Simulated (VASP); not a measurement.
## Au: relaxation of cell and atoms with r2SCAN

Crystal: Au.

```xyz
1
Lattice="-1.6573 1.6573 1.6573 1.6573 -1.6573 1.6573 1.6573 1.6573 -1.6573" Properties=species:S:1:pos:R:3 pbc="T T T"
Au    0.0000    0.0000    0.0000
```

- Program: VASP 6.6.1
- Task: relaxation of cell and atoms
- Functional: r2SCAN
- Potentials or basis: VASP PAW PBE potentials, release 64 (Au)
- Cutoff: 600 eV
- k mesh: 11 × 11 × 11
- Occupations: fermi-dirac, width 0.05 eV
- Spin: no spin polarisation
- Target pressure: 10 GPa
- Dipole correction: no
- Further INCAR settings: ALGO = Normal; EDIFF = 1e-07; IBRION = 2; EDIFFG = -0.01; NSW = 60; ISIF = 3

```
Relaxed volume                                         : 16.72 Å³/atom
Relaxed cell                                           : a = 2.790 Å, b = 2.790 Å, c = 2.790 Å, α = 109.47°, β = 109.47°, γ = 109.47°
Space group after relaxing (to 0.05 Å)                 : Im-3m (No. 229)
Energy change on relaxing (the enthalpy is what falls) : +22.8 meV/atom
Ionic steps                                            : 7
Pressure after relaxing                                : 10.0 GPa
```

Step by step:
| step | energy change (eV) | largest force (eV/Å) | pressure (GPa) | volume (Å³) |
| --- | --- | --- | --- | --- |
| 1 | 0.0000 | 0.0000 | -3.84 | 18.21 |
| 2 | 0.4606 | 0.0000 | 56.86 | 14.37 |
| 3 | 0.0191 | 0.0000 | 9.27 | 16.78 |
| 4 | 0.0218 | 0.0000 | 9.83 | 16.73 |
| 5 | 0.0236 | 0.0000 | 10.18 | 16.70 |
| 6 | 0.0211 | 0.0000 | 9.70 | 16.74 |
| 7 | 0.0228 | 0.0000 | 10.02 | 16.72 |

Final structure:
```xyz
1
Lattice="-1.6108 1.6108 1.6108 1.6108 -1.6108 1.6108 1.6108 1.6108 -1.6108" Properties=species:S:1:pos:R:3 pbc="T T T"
Au    0.0000    0.0000    0.0000
```

Levels at points of the mesh, in eV from the Fermi level:
```csv
k point,band 3,band 4,band 5,band 6,band 7,band 8,band 9
"(0.00, 0.00, 0.00)",-5.13,-5.13,-3.09,-3.09,17.55,17.55,17.55
```

Run time: 5.9 min on 1 thread of AMD EPYC 7R43 64-Core Processor (Zen 3), with other jobs on the host, peak memory 0.13 GiB.

Caveat: the cell is relaxed towards a set pressure, so the enthalpy falls and the energy may rise; the PAW data sets were made with another functional, which shifts forces and pressure a little; spin-orbit coupling is left out, which moves the levels of the heavy elements.
